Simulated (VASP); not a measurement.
# Li2Se: single point with PBE

The system is Li2Se.

```xyz
3
Lattice="0.0000 2.9935 2.9935 2.9935 0.0000 2.9935 2.9935 2.9935 0.0000" Properties=species:S:1:pos:R:3 pbc="T T T"
Li    4.4903    4.4903    4.4903
Li    1.4968    1.4968    1.4968
Se    0.0000    0.0000    0.0000
```

* Program: VASP 6.6.1
* Task: single point
* Functional: PBE
* Potentials or basis: VASP PAW PBE potentials, release 64 (Li_sv, Se)
* Cutoff: 750 eV
* k mesh: 4 × 4 × 4
* Occupations: gaussian, width 0.01 eV
* Spin: no spin polarisation

| Item | Value |
| --- | --- |
| Pressure | 0.3 GPa |
| Band gap on the k mesh | 2.96 eV (least direct gap 3.42 eV) |

Levels at points of the mesh, in eV from the valence-band top:
```tsv
k point	band 4	band 5	band 6	band 7	band 8	band 9
(0.00, 0.00, 0.00)	0.00	0.00	0.00	3.42	5.62	5.62
(0.50, 0.00, 0.00)	-2.93	-0.53	-0.53	5.14	5.96	5.96
(0.50, 0.50, 0.00)	-2.30	-1.46	-1.46	2.96	6.18	10.37
```

Wall time 30 s on 1 thread of Intel Xeon 8259CL, on a shared host, peak memory 0.23 GiB.

Caveat: the k points lie up to 0.45 Å⁻¹ apart. A k mesh can miss the band edges.
